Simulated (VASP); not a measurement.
# HgTe (I-4m2) in VASP: a series of runs

Runs on HgTe. Level: PBEsol. Tasks: single point.

Program: VASP 6.6.1. These are calculated values, not measurements. Logs are shortened: lines on timing, memory, paths and dates and some standing lists are left out, and cuts for length are marked.

## (1) The cell of the first run

The structure is tetragonal, space group I-4m2 (No. 119). The conventional cell has a = 5.967 Å, b = 5.967 Å, c = 3.055 Å, α = 90.00°, β = 90.00°, γ = 90.00°. Within 4.0 Å of Hg (site symmetry -4m2) lie 2 Hg at 3.06 Å and 8 Te at 3.08 to 3.76 Å. Te (site symmetry -4m2) has 2 Te at 3.06 Å and 8 Hg at 3.08 to 3.76 Å within 4.0 Å.

## (2) Single point, PBEsol

INCAR reads:

```
PREC = Accurate ; ENCUT = 520
EDIFF = 1E-6 ; ISMEAR = -1
SIGMA = 0.1 ; LREAL = F
LASPH = T ; NELM = 100
ALGO = Normal ; ISIF = 2
LWAVE = F ; LCHARG = F
GGA = PS ; NBANDS = 16
```

KPOINTS reads:

```
regular mesh
0
Gamma
  8 8 8
```

POSCAR reads:

```
HgTe
1.0
   -2.9834274527      2.9834274527      1.5275763738
    2.9834274527     -2.9834274527      1.5275763738
    2.9834274527      2.9834274527     -1.5275763738
Hg Te
1 1
Direct
    0.2500000000      0.7500000000      0.5000000000
    0.0000000000      0.0000000000      0.0000000000
```

Potentials or basis: VASP PAW PBE potentials, release 64 (Hg, Te).

Launch:

```sh
> cat potpaw_PBE.64/Hg/POTCAR potpaw_PBE.64/Te/POTCAR > POTCAR
> mpirun -np 1 vasp_std > vasp.out
```

OUTCAR:

```text
PREC = Accurate
   ENCUT = 520
   EDIFF = 1E-6
   ISMEAR = -1
   LREAL = F
   LASPH = T
   NELM = 100
   ISIF = 2
   GGA = PS

 ion  position               nearest neighbor table
   1  0.250  0.750  0.500-   2 3.08   2 3.08   2 3.08   2 3.08   2 3.76   2 3.76   2 3.76   2 3.76

   2  0.000  0.000  0.000-   1 3.08   1 3.08   1 3.08   1 3.08   1 3.76   1 3.76   1 3.76   1 3.76

  LATTYP: Found a body centered tetragonal cell.
 ALAT       =     5.9668549054
 C/A-ratio  =     0.5120206199

  Lattice vectors:

 A1 = (  -2.9834274527,   2.9834274527,   1.5275763738)
 A2 = (   2.9834274527,  -2.9834274527,   1.5275763738)
 A3 = (   2.9834274527,   2.9834274527,  -1.5275763738)

Analysis of symmetry for initial positions (statically):
=====================================================================
 Subroutine PRICEL returns:
 Original cell was already a primitive cell.

 Routine SETGRP: Setting up the symmetry group for a
 body centered tetragonal supercell.

 Subroutine GETGRP returns: Found  8 space group operations
 (whereof  8 operations were pure point group operations)
 out of a pool of 16 trial point group operations.

The static configuration has the point symmetry D_2d.

Analysis of symmetry for dynamics (positions and initial velocities):
=====================================================================
 Subroutine PRICEL returns:
 Original cell was already a primitive cell.

 Routine SETGRP: Setting up the symmetry group for a
 body centered tetragonal supercell.

 Subroutine GETGRP returns: Found  8 space group operations
 (whereof  8 operations were pure point group operations)
 out of a pool of 16 trial point group operations.

The dynamic configuration has the point symmetry D_2d.

 Subroutine INISYM returns: Found  8 space group operations
 (whereof  8 operations are pure point group operations),
 and found     1 'primitive' translations

----------------------------------------------------------------------------------------

                                     Primitive cell

  volume of cell :      54.3868

  direct lattice vectors                    reciprocal lattice vectors
    -2.983427453  2.983427453  1.527576374     0.000000000  0.167592478  0.327315877
     2.983427453 -2.983427453  1.527576374     0.167592478  0.000000000  0.327315877
     2.983427453  2.983427453 -1.527576374     0.167592478  0.167592478  0.000000000

  length of vectors
     4.487222784  4.487222784  4.487222784     0.367726694  0.367726694  0.237011555

  position of ions in fractional coordinates (direct lattice)
     0.250000000  0.750000000  0.500000000
     0.000000000  0.000000000  0.000000000

  ion indices of the primitive-cell ions
   primitive index   ion index
                 1           1
                 2           2

----------------------------------------------------------------------------------------

 KPOINTS: regular mesh

Automatic generation of k-mesh.
 Grid dimensions read from file:
 generate k-points for:    8    8    8

 Generating k-lattice:

  Cartesian coordinates                     Fractional coordinates (reciprocal lattice)
     0.000000000  0.020949060  0.040914485     0.125000000  0.000000000  0.000000000
     0.020949060  0.000000000  0.040914485     0.000000000  0.125000000  0.000000000
     0.020949060  0.020949060  0.000000000     0.000000000  0.000000000  0.125000000

  Length of vectors
     0.045965837  0.045965837  0.029626444

  Shift w.r.t. Gamma in fractional coordinates (k-lattice)
     0.000000000  0.000000000  0.000000000

 Subroutine IBZKPT returns following result:
 ===========================================

 Found     59 irreducible k-points:

 Following reciprocal coordinates:
            Coordinates               Weight
  0.000000  0.000000  0.000000      1.000000
  0.125000  0.000000  0.000000      8.000000
  0.250000  0.000000  0.000000      8.000000
  0.375000  0.000000  0.000000      8.000000
  0.500000  0.000000  0.000000      4.000000
  0.125000  0.125000  0.000000      8.000000
[... 16 lines left out ...]
  0.250000  0.125000  0.125000     16.000000
  0.375000  0.125000  0.125000      8.000000
 [... further k-points ...]
   k-points           NKPTS =     59   k-points in BZ     NKDIM =     59   number of bands    NBANDS=     16
   number of dos      NEDOS =    301   number of ions     NIONS =      2
   total plane-waves  NPLWV =  46656
   dimension x,y,z NGX =    36 NGY =   36 NGZ =   36
   dimension x,y,z NGXF=    72 NGYF=   72 NGZF=   72
   ions per type =               1   1
   NGX,Y,Z   is equivalent  to a cutoff of  13.34, 13.34, 13.34 a.u.
   NGXF,Y,Z  is equivalent  to a cutoff of  26.68, 26.68, 26.68 a.u.
 SYSTEM =  unknown system
   PREC   = accura    normal or accurate (medium, high low for compatibility)
   ISTART =      0    job   : 0-new  1-cont  2-samecut
   ICHARG =      2    charge: 1-file 2-atom 10-const
   ISPIN  =      1    spin polarized calculation?
   LNONCOLLINEAR =      F non collinear calculations
   LSORBIT =      F    spin-orbit coupling
   LASPH  =      T    aspherical Exc in radial PAW
   ENCUT  =  520.0 eV  38.22 Ry    6.18 a.u.   8.34  8.34  8.34*2*pi/ulx,y,z
   NELM   =    100;   NELMIN=  2; NELMDL= -5     # of ELM steps
   EDIFF  = 0.1E-05   stopping-criterion for ELM
   LREAL  =      F    real-space projection
   EDIFFG = 0.1E-04   stopping-criterion for IOM
   NSW    =      0    number of steps for IOM
   IBRION =     -1    ionic relax: 0-MD 1-quasi-New 2-CG
   NFREE  =      0    steps in history (QN), initial steepest desc. (CG)
   ISIF   =      2    stress and relaxation
   ISYM   =      2    0-nonsym 1-usesym 2-fastsym
   POTIM  = 0.5000    time-step for ionic-motion
   TEBEG  =    0.0;   TEEND  =   0.0 temperature during run
   PSTRESS=    0.0 pullay stress
   NELECT =      18.0000    total number of electrons
   NUPDOWN=      -1.0000    fix difference up-down
   EMIN   =  10.00;   EMAX   =-10.00  energy-range for DOS
   EFERMI =   0.00;   METHOD = LEGACY
   ISMEAR =    -1;   SIGMA  =   0.10  broadening in eV -4-tet -1-fermi 0-gaus
   EFERMI_NEDOS =   21; number of points for ismear=-14 and -15
   IALGO  =     38    algorithm
   IMIX   =      4    mixing-type and parameters
     AMIX     =   0.40;   BMIX     =  1.00
     AMIX_MAG =   1.60;   BMIX_MAG =  1.00
  volume/ion in A,a.u.               =      27.19       183.51
  Fermi-wavevector in a.u.,A,eV,Ry     =   1.132403  2.139932 17.447250  1.282337
  Thomas-Fermi vector in A             =   2.269104
   LORBIT       =      0    0 simple, 1 ext, 2 COOP (PROOUT), +10 PAW based schemes
   GGA     = PS    functional components
   LHFCALC =     F    Hartree Fock is set to
   AEXX    =    0.0000 exact exchange contribution
   IVDW    =     0    specifies the selected vdW correction
   LEPSILON=     F    determine dielectric tensor
   LRPA    =     F    only Hartree local field effects (RPA)
 non-spin polarized calculation
  energy-cutoff  :      520.00
  volume of cell :       54.39
 maximum number of plane-waves:      1493
 NGX is ok and might be reduce to    36
   NGX = 17   NGY = 17   NGZ = 17

 number of electron      17.9999998 magnetization

 Free energy of the ion-electron system (eV)
  ---------------------------------------------------
  ext. energy  EPLUGINS =         0.00000000
  ---------------------------------------------------
  free energy    TOTEN  =        -4.18490436 eV

  energy without entropy =       -4.16753444  energy(sigma->0) =       -4.17621940

 E-fermi :   4.9809     XC(G=0): -10.2885

 val. band max:        4.8037777799   @ k =  -0.2500  -0.3750   0.1250
 cond. band min:       4.9824871299   @ k =  -0.2500   0.5000   0.1250
 fundamental gap:      0.1787093501
 Fermi energy:         4.9808680007

 k-point     1 :       0.0000    0.0000    0.0000
  band No.  band energies     occupation
      1      -7.9582      2.00000
      2      -2.7211      2.00000
      3      -1.9539      2.00000
      4      -1.8512      2.00000
      5      -1.3418      2.00000
      6      -1.3418      2.00000
[... 8 lines left out ...]
     15      15.2734      0.00000
     16      16.4594      0.00000

 k-point     2 :       0.1250    0.0000    0.0000
  band No.  band energies     occupation
      1      -7.6895      2.00000
      2      -2.4641      2.00000
      3      -1.9172      2.00000
      4      -1.8761      2.00000
      5      -1.4902      2.00000
      6      -1.4849      2.00000
[... 8 lines left out ...]
     15      15.0166      0.00000
     16      15.2645      0.00000

 k-point     3 :       0.2500    0.0000    0.0000
  band No.  band energies     occupation
      1      -6.9257      2.00000
      2      -1.9574      2.00000
      3      -1.9080      2.00000
      4      -1.8152      2.00000
      5      -1.7503      2.00000
      6      -1.7259      2.00000
[... 8 lines left out ...]
     15      13.7463      0.00000
     16      14.7472      0.00000

 k-point     4 :       0.3750    0.0000    0.0000
  band No.  band energies     occupation
      1      -5.8610      2.00000
      2      -2.1571      2.00000
      3      -2.0545      2.00000
      4      -1.8761      2.00000
      5      -1.6569      2.00000
      6      -1.3284      2.00000
[... 8 lines left out ...]
     15      12.8656      0.00000
     16      16.3878      0.00000
[... 324 lines left out ...]
 k-point    22 :       0.1250    0.1250    0.1250
  band No.  band energies     occupation
      1      -6.8102      2.00000
      2      -2.0132      2.00000
      3      -1.9284      2.00000
      4      -1.8218      2.00000
      5      -1.7753      2.00000
      6      -1.6644      2.00000
[... 8 lines left out ...]
     15      13.4191      0.00000
     16      14.3825      0.00000

 k-point    23 :       0.2500    0.1250    0.1250
  band No.  band energies     occupation
      1      -5.7842      2.00000
      2      -2.1805      2.00000
      3      -2.0225      2.00000
      4      -1.8663      2.00000
      5      -1.6639      2.00000
      6      -1.3822      2.00000
[... 8 lines left out ...]
     15      13.2273      0.00000
     16      14.6686      0.00000

 k-point    24 :       0.3750    0.1250    0.1250
  band No.  band energies     occupation
      1      -5.1678      2.00000
      2      -2.3294      2.00000
      3      -2.0403      2.00000
      4      -1.7887      2.00000
      5      -1.6365      2.00000
      6      -1.3877      2.00000
[... 8 lines left out ...]
     15      13.6844      0.00000
     16      14.7040      0.00000

 [... further k-points ...]

------------------------ aborting loop because EDIFF is reached ----------------------------------------

  FORCE on cell =-STRESS in cart. coord.  units (eV):
  Direction    XX          YY          ZZ          XY          YZ          ZX
  --------------------------------------------------------------------------------------
  -------------------------------------------------------------------------------------
  Total       -0.5178293     -0.5178293      0.1204788      0.0000000      0.0000000      0.0000000
  in kB      -15.2546863    -15.2546863      3.5491730      0.0000000      0.0000000      0.0000000
  external PRESSURE =      -8.9867332 kB  Pullay stress =       0.0000000 kB

 VOLUME and BASIS-vectors are now :
 -----------------------------------------------------------------------------
  energy-cutoff  :      520.00
  volume of cell :       54.39
      direct lattice vectors                 reciprocal lattice vectors
    -2.983427453  2.983427453  1.527576374     0.000000000  0.167592478  0.327315877
     2.983427453 -2.983427453  1.527576374     0.167592478  0.000000000  0.327315877
     2.983427453  2.983427453 -1.527576374     0.167592478  0.167592478  0.000000000

 POSITION                                       TOTAL-FORCE (eV/Angst)
 -----------------------------------------------------------------------------------
      2.98343     -0.00000      0.76379         0.000000      0.000000      0.000000
      0.00000      0.00000      0.00000        -0.000000     -0.000000     -0.000000
 -----------------------------------------------------------------------------------
    total drift:                                0.000000     -0.000000     -0.000000

  FREE ENERGIE OF THE ION-ELECTRON SYSTEM (eV)
  ---------------------------------------------------
  free  energy   TOTEN  =        -4.1849043616 eV

  energy  without entropy=       -4.1675344380  energy(sigma->0) =       -4.17621940
```

Wall time 79 s (1 thread of Intel Xeon 8259CL, shared host); peak memory 0.23 GiB.

What came out:

```yaml
Free_energy: -4.1849 eV
Pressure: -0.9 GPa
Band_gap_on_the_k_mesh: zero (bands 9 and 10 overlap by 3.27 eV)
```

Stress tensor (GPa, compression positive):
```
-1.53  0.00  0.00
 0.00 -1.53  0.00
 0.00  0.00  0.35
```

Caveat: the PAW data sets were made with another functional, which shifts forces and pressure a little; spin-orbit coupling is left out, which moves the levels of the heavy elements.

## (3) Single point, PBEsol

This run uses another cell than the first one, of 27.77 Å³/atom.

INCAR reads:

```
SYSTEM = HgTe
  PREC = Accurate
  ENCUT = 520
  EDIFF = 1E-6
  ISMEAR = -1
  SIGMA = 0.1
  LREAL = .False.
  LASPH = .True.
  NELM = 100
  ALGO = Normal
  ISIF = 2
  LWAVE = .False.
  LCHARG = .True.
  GGA = PS
  LELF = .True.
  LVHAR = .True.
  NBANDS = 16
```

KPOINTS reads:

```
Automatic mesh
0
Gamma
  8 8 8
  0 0 0
```

POSCAR reads:

```
HgTe
1.0
   -3.0044381974      3.0044381974      1.5383343083
    3.0044381974     -3.0044381974      1.5383343083
    3.0044381974      3.0044381974     -1.5383343083
Hg Te
1 1
Direct
    0.2500000000      0.7500000000      0.5000000000
    0.0000000000      0.0000000000      0.0000000000
```

Potentials or basis: VASP PAW PBE potentials, release 64 (Hg, Te).

Launch:

```sh
> cat potpaw_PBE.64/Hg/POTCAR potpaw_PBE.64/Te/POTCAR > POTCAR
> mpirun -np 1 vasp_std > vasp.out
```

Wall time 86 s (1 thread of Intel Xeon 8259CL, shared host); peak memory 0.23 GiB.

The run converged. Its results:

```
Free energy            : -4.1750 eV
Pressure               : -1.9 GPa
Band gap on the k mesh : zero (bands 9 and 10 overlap by 3.17 eV)
```

Stress tensor (GPa, compression positive):
```
-2.42  0.00  0.00
 0.00 -2.42  0.00
 0.00  0.00 -0.90
```

Levels at points of the mesh, in eV from the Fermi level:
```tsv
k point	band 7	band 8	band 9	band 10	band 11	band 12
(0.00, 0.00, 0.00)	-3.52	-2.62	-2.62	3.62	4.48	6.97
(0.50, 0.00, 0.00)	-4.73	-2.01	-1.19	-0.24	3.26	3.66
(0.50, 0.50, 0.00)	-6.21	-0.93	1.57	1.82	2.84	3.45
(0.50, 0.50, 0.50)	-4.63	-4.63	-4.57	3.25	7.31	8.22
```

Caveat: the PAW data sets were made with another functional, which shifts forces and pressure a little; spin-orbit coupling is left out, which moves the levels of the heavy elements.

## (4) Single point, PBEsol

This run uses another cell than the first one, of 28.35 Å³/atom.

INCAR reads:

```
SYSTEM = HgTe
PREC = Accurate
ENCUT = 520
EDIFF = 1E-6
ISMEAR = -1
SIGMA = 0.1
LREAL = .False.
LASPH = .True.
NELM = 60
ALGO = Normal
ISIF = 2
LWAVE = .False.
LCHARG = .False.
GGA = PS
NBANDS = 16
```

KPOINTS reads:

```
regular mesh
0
Gamma
  8 8 8
  0 0 0
```

POSCAR reads:

```
HgTe
1.0
   -3.0251591156      3.0251591156      1.5489438457
    3.0251591156     -3.0251591156      1.5489438457
    3.0251591156      3.0251591156     -1.5489438457
Hg Te
1 1
Direct
    0.2500000000      0.7500000000      0.5000000000
    0.0000000000      0.0000000000      0.0000000000
```

Launch:

```sh
> cat potpaw_PBE.64/Hg/POTCAR potpaw_PBE.64/Te/POTCAR > POTCAR
> mpirun -np 1 vasp_std > vasp.out
```

It took 79 s on 1 thread of Intel Xeon 8259CL, shared host; peak memory 0.23 GiB.

The run converged. Its results:

```
Free energy            : -4.1582 eV
Pressure               : -2.8 GPa
Band gap on the k mesh : zero (bands 9 and 10 overlap by 3.07 eV)
```

Stress tensor (GPa, compression positive):
```
-3.20  0.00  0.00
 0.00 -3.20  0.00
 0.00  0.00 -1.99
```

Levels at points of the mesh, in eV from the Fermi level:
```csv
k point,band 6,band 7,band 8,band 9,band 10,band 11,band 12,band 13
"(0.00, 0.00, 0.00)",-6.21,-3.51,-2.54,-2.54,3.51,4.51,6.91,6.91
"(0.50, 0.00, 0.00)",-6.24,-4.65,-1.99,-1.15,-0.21,3.21,3.70,5.86
"(0.50, 0.50, 0.00)",-6.16,-6.15,-0.93,1.51,1.86,2.84,3.41,8.80
"(0.50, 0.50, 0.50)",-6.15,-4.49,-4.49,-4.49,3.16,7.28,8.09,8.09
```

Caveat: the PAW data sets were made with another functional, which shifts forces and pressure a little; spin-orbit coupling is left out, which moves the levels of the heavy elements.

## (5) Single point, PBEsol

This run uses another cell than the first one, of 28.93 Å³/atom.

INCAR reads:

```
PREC = Accurate
ENCUT = 520
EDIFF = 1E-6
ISMEAR = -1
SIGMA = 0.1
LREAL = F
LASPH = T
NELM = 80
ALGO = Normal
ISIF = 2
LWAVE = F
LCHARG = F
GGA = PS
NBANDS = 16
```

KPOINTS reads:

```
Automatic mesh
0
Gamma
  8 8 8
```

POSCAR reads:

```
HgTe
1.0
   -3.0456000000      3.0456000000      1.5594100000
    3.0456000000     -3.0456000000      1.5594100000
    3.0456000000      3.0456000000     -1.5594100000
Hg Te
1 1
Direct
    0.2500000000      0.7500000000      0.5000000000
    0.0000000000      0.0000000000      0.0000000000
```

Launch:

```sh
> cat potpaw_PBE.64/Hg/POTCAR potpaw_PBE.64/Te/POTCAR > POTCAR
> mpirun -np 1 vasp_std > vasp.out
```

Wall time 80 s (1 thread of Intel Xeon 8259CL, shared host); peak memory 0.24 GiB.

The run converged. Its results:

```
Free energy            : -4.1354 eV
Pressure               : -3.6 GPa
Band gap on the k mesh : zero (bands 9 and 10 overlap by 2.97 eV)
```

Stress tensor (GPa, compression positive):
```
-3.87  0.00  0.00
 0.00 -3.87  0.00
 0.00  0.00 -2.94
```

Levels at points of the mesh, in eV from the Fermi level:
```csv
k point,band 5,band 6,band 7,band 8,band 9,band 10,band 11,band 12,band 13,band 14
"(0.00, 0.00, 0.00)",-6.16,-6.16,-3.50,-2.46,-2.46,3.42,4.54,6.86,6.86,9.03
"(0.50, 0.00, 0.00)",-6.39,-6.17,-4.57,-1.96,-1.12,-0.18,3.17,3.73,5.83,8.04
"(0.50, 0.50, 0.00)",-6.14,-6.11,-6.07,-0.92,1.45,1.89,2.82,3.39,8.74,10.34
"(0.50, 0.50, 0.50)",-6.13,-6.11,-4.41,-4.36,-4.36,3.08,7.26,7.97,7.97,11.78
```

Caveat: the cell stands under tension; the PAW data sets were made with another functional, which shifts forces and pressure a little; spin-orbit coupling is left out, which moves the levels of the heavy elements.

## (6) Summary

```tsv
cell	gap on the mesh (eV)	pressure (GPa)
a = 4.487 Å, angles 96.7, 96.7, 140.2°, 2 atoms	none	-0.9
a = 4.519 Å, angles 96.7, 96.7, 140.2°, 2 atoms	none	-1.9
a = 4.550 Å, angles 96.7, 96.7, 140.2°, 2 atoms	none	-2.8
a = 4.581 Å, angles 96.7, 96.7, 140.2°, 2 atoms	none	-3.6
```

Alike in all rows: task single point; level PBEsol; potentials or basis VASP PAW PBE potentials, release 64 (Hg, Te); no spin polarisation; k mesh 8 × 8 × 8; cutoff (eV) 520; smearing fermi-dirac 0.1 eV.

Caveats: the PAW data sets were made with another functional, which shifts forces and pressure a little; spin-orbit coupling is left out, which moves the levels of the heavy elements; the cell stands under tension (at least some runs).

Absolute energies hang on the potentials; compare differences alone.

The gap in the log of VASP goes by the Fermi energy; the results here count the filled bands.